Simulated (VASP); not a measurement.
# Sr (I4_1/amd) in VASP: a series of runs, part 3 of 3

VASP 6.6.1. Earlier steps stand in the parts before.

## (4) Single point, PBEsol

INCAR reads:

```
PREC = Accurate
ENCUT = 520
EDIFF = 1E-7
ISMEAR = 1
SIGMA = 0.1
LREAL = F
LASPH = T
NELM = 100
ALGO = Normal
ISIF = 2
LWAVE = F
LCHARG = T
GGA = PS
LELF = T
LVHAR = T
NBANDS = 17
```

KPOINTS reads:

```
Automatic mesh
0
Gamma
  8 8 8
```

POSCAR reads:

```
Sr
1.0
   -3.7063582800      3.7063582800      2.0208764700
    3.7063582800     -3.7063582800      2.0208764700
    3.7063582800      3.7063582800     -2.0208764700
Sr
2
Direct
    0.7500000000      0.2500000000      0.5000000000
    0.0000000000      0.0000000000      0.0000000000
```

Potentials or basis: VASP PAW PBE potentials, release 64 (Sr_sv).

Command:

```sh
> cat potpaw_PBE.64/Sr_sv/POTCAR > POTCAR
> mpirun -np 1 vasp_std > vasp.out
```

OUTCAR:

```text
PREC = Accurate
   ENCUT = 520
   EDIFF = 1E-7
   ISMEAR = 1
   LREAL = F
   LASPH = T
   NELM = 100
   ISIF = 2
   GGA = PS

 ion  position               nearest neighbor table
   1  0.750  0.250  0.500-   2 3.84   2 3.84   2 3.84   2 3.84   2 4.79   2 4.79   2 4.79   2 4.79

   2  0.000  0.000  0.000-   1 3.84   1 3.84   1 3.84   1 3.84   1 4.79   1 4.79   1 4.79   1 4.79

  LATTYP: Found a body centered tetragonal cell.
 ALAT       =     7.4127165600
 C/A-ratio  =     0.5452458498

  Lattice vectors:

 A1 = (  -3.7063582800,   3.7063582800,   2.0208764700)
 A2 = (   3.7063582800,  -3.7063582800,   2.0208764700)
 A3 = (   3.7063582800,   3.7063582800,  -2.0208764700)

Analysis of symmetry for initial positions (statically):
=====================================================================
 Subroutine PRICEL returns:
 Original cell was already a primitive cell.

 Routine SETGRP: Setting up the symmetry group for a
 body centered tetragonal supercell.

 Subroutine GETGRP returns: Found 16 space group operations
 (whereof  8 operations were pure point group operations)
 out of a pool of 16 trial point group operations.

The static configuration has the point symmetry D_2d.
 The point group associated with its full space group is D_4h.

Analysis of symmetry for dynamics (positions and initial velocities):
=====================================================================
 Subroutine PRICEL returns:
 Original cell was already a primitive cell.

 Routine SETGRP: Setting up the symmetry group for a
 body centered tetragonal supercell.

 Subroutine GETGRP returns: Found 16 space group operations
 (whereof  8 operations were pure point group operations)
 out of a pool of 16 trial point group operations.

The dynamic configuration has the point symmetry D_2d.
 The point group associated with its full space group is D_4h.
[... 109 lines left out ...]
   PSTRESS=    0.0 pullay stress
   NELECT =      20.0000    total number of electrons
   NUPDOWN=      -1.0000    fix difference up-down
   EMIN   =  10.00;   EMAX   =-10.00  energy-range for DOS
   EFERMI =   0.00;   METHOD = LEGACY
   ISMEAR =     1;   SIGMA  =   0.10  broadening in eV -4-tet -1-fermi 0-gaus
   EFERMI_NEDOS =   21; number of points for ismear=-14 and -15
   IALGO  =     38    algorithm
   IMIX   =      4    mixing-type and parameters
     AMIX     =   0.40;   BMIX     =  1.00
     AMIX_MAG =   1.60;   BMIX_MAG =  1.00
  volume/ion in A,a.u.               =      55.52       374.68
  Fermi-wavevector in a.u.,A,eV,Ry     =   0.924528  1.747104 11.629602  0.854752
  Thomas-Fermi vector in A             =   2.050283
   LORBIT       =      0    0 simple, 1 ext, 2 COOP (PROOUT), +10 PAW based schemes
   GGA     = PS    functional components
   LHFCALC =     F    Hartree Fock is set to
   AEXX    =    0.0000 exact exchange contribution
   IVDW    =     0    specifies the selected vdW correction
   LEPSILON=     F    determine dielectric tensor
   LRPA    =     F    only Hartree local field effects (RPA)
 non-spin polarized calculation
 Methfessel and Paxton  Order N= 1 SIGMA  =   0.10
  energy-cutoff  :      520.00
  volume of cell :      111.04
 maximum number of plane-waves:      3035
 NGX is ok and might be reduce to    42
   NGX = 21   NGY = 21   NGZ = 21

 number of electron      20.0000001 magnetization

 Free energy of the ion-electron system (eV)
  ---------------------------------------------------
  ext. energy  EPLUGINS =         0.00000000
  ---------------------------------------------------
  free energy    TOTEN  =        -3.14982400 eV

  energy without entropy =       -3.15098725  energy(sigma->0) =       -3.15021175

 E-fermi :   1.3189     XC(G=0):  -7.3948

 val. band max:        1.3080652833   @ k =   0.5000   0.0000  -0.0000
 cond. band min:       1.3254602975   @ k =   0.3750   0.1250  -0.0000
 fundamental gap:      0.0173950141
 Fermi energy:         1.3188945561

 k-point     1 :       0.0000    0.0000    0.0000
  band No.  band energies     occupation
      1     -35.2903      2.00000
      2     -35.2518      2.00000
      3     -17.3962      2.00000
      4     -17.3962      2.00000
      5     -17.1816      2.00000
      6     -17.1778      2.00000
[... 457 lines left out ...]
      4     -17.3705      2.00000
      5     -17.3309      2.00000
      6     -17.2486      2.00000
[... 9 lines left out ...]
     16       4.1668      0.00000
     17       4.7522      0.00000

 [... further k-points ...]
[... 5 lines left out ...]
  --------------------------------------------------------------------------------------
  -------------------------------------------------------------------------------------
  Total       -0.2360026     -0.2360026     -0.6186701      0.0000000      0.0000000      0.0000000
  in kB       -3.4051238     -3.4051238     -8.9263761      0.0000000      0.0000000      0.0000000
  external PRESSURE =      -5.2455412 kB  Pullay stress =       0.0000000 kB

 VOLUME and BASIS-vectors are now :
 -----------------------------------------------------------------------------
  energy-cutoff  :      520.00
  volume of cell :      111.04
      direct lattice vectors                 reciprocal lattice vectors
    -3.706358280  3.706358280  2.020876470     0.000000000  0.134903310  0.247417399
     3.706358280 -3.706358280  2.020876470     0.134903310  0.000000000  0.247417399
     3.706358280  3.706358280 -2.020876470     0.134903310  0.134903310  0.000000000

 POSITION                                       TOTAL-FORCE (eV/Angst)
 -----------------------------------------------------------------------------------
      0.00000      3.70636      1.01044         0.000000      0.000000      0.000000
      0.00000      0.00000      0.00000        -0.000000     -0.000000     -0.000000
 -----------------------------------------------------------------------------------
    total drift:                               -0.000000     -0.000000      0.000000

  FREE ENERGIE OF THE ION-ELECTRON SYSTEM (eV)
  ---------------------------------------------------
  free  energy   TOTEN  =        -3.1498239996 eV

  energy  without entropy=       -3.1509872508  energy(sigma->0) =       -3.15021175
```

OSZICAR:

```text
N       E                     dE             d eps       ncg     rms          rms(c)
DAV:   1     0.102624166988E+03    0.10262E+03   -0.92360E+03  2006   0.101E+03
DAV:   2     0.387241016699E+01   -0.98752E+02   -0.97257E+02  2554   0.219E+02
DAV:   3    -0.296670965477E+01   -0.68391E+01   -0.68037E+01  3649   0.418E+01
DAV:   4    -0.315828902865E+01   -0.19158E+00   -0.19153E+00  2671   0.563E+00
DAV:   5    -0.316226206291E+01   -0.39730E-02   -0.39727E-02  3239   0.687E-01    0.170E+01
DAV:   6    -0.315505486366E+01    0.72072E-02   -0.14370E-02  2585   0.119E+00    0.960E+00
DAV:   7    -0.314959944553E+01    0.54554E-02   -0.28968E-02  2497   0.158E+00    0.368E-01
DAV:   8    -0.314976115186E+01   -0.16171E-03   -0.40973E-03  3195   0.302E-01    0.125E-01
DAV:   9    -0.314980657785E+01   -0.45426E-04   -0.94736E-05  2685   0.631E-02    0.520E-02
DAV:  10    -0.314982500762E+01   -0.18430E-04   -0.19508E-05  2794   0.404E-02    0.845E-03
DAV:  11    -0.314982435291E+01    0.65471E-06   -0.13952E-06  3092   0.821E-03    0.384E-03
DAV:  12    -0.314982358256E+01    0.77035E-06   -0.39213E-07  2252   0.376E-03    0.319E-03
DAV:  13    -0.314982398782E+01   -0.40526E-06   -0.66548E-08  1545   0.178E-03    0.280E-04
DAV:  14    -0.314982399963E+01   -0.11805E-07   -0.13609E-08  1422   0.661E-04
   1 F= -.31498240E+01 E0= -.31502118E+01  d E =0.116325E-02
```

It took 1.9 min on 1 thread of Intel Xeon Platinum 8259CL at 2.50GHz (Skylake/Cascade Lake), shared host; peak memory 0.3 GiB.

Results:

| Property | Result |
| --- | --- |
| Free energy | -3.1498 eV |
| Pressure | -0.5 GPa |
| Band gap on the k mesh | zero (band 10 reaches 1.68 eV, above the bottom of band 11 at 1.15 eV) |

Levels at points of the mesh, in eV from the Fermi level:
```
           k point  band 7  band 8  band 9  band 10  band 11  band 12  band 13  band 14
(0.00, 0.00, 0.00)  -18.47  -18.47   -3.47    -0.32     0.66     1.08     1.71     2.66
(0.50, 0.00, 0.00)  -18.55  -18.46   -0.84    -0.06    -0.01     1.04     1.27     1.81
(0.50, 0.50, 0.00)  -18.48  -18.48   -1.86    -1.86     1.08     1.08     1.59     1.59
(0.50, 0.50, 0.50)  -18.45  -18.45   -1.15    -1.15    -0.04    -0.04     1.66     1.66
```

Caveat: the PAW data sets were made with another functional, which shifts forces and pressure a little.

## (5) Summary

| k mesh | gap on the mesh (eV) | pressure (GPa) |
| --- | --- | --- |
| 5 × 5 × 5 | none | -0.5 |
| 6 × 6 × 6 | none | -0.6 |
| 8 × 8 × 8 | none | -0.5 |

Alike in all rows: task single point; level PBEsol; potentials or basis VASP PAW PBE potentials, release 64 (Sr_sv); no spin polarisation; cell as given; cutoff (eV) 520; smearing methfessel-paxton 0.1 eV.

Every run on the cell as given and a fine mesh finds a metal.

Caveats: the PAW data sets were made with another functional, which shifts forces and pressure a little.

Absolute energies hang on the potentials; compare differences alone.
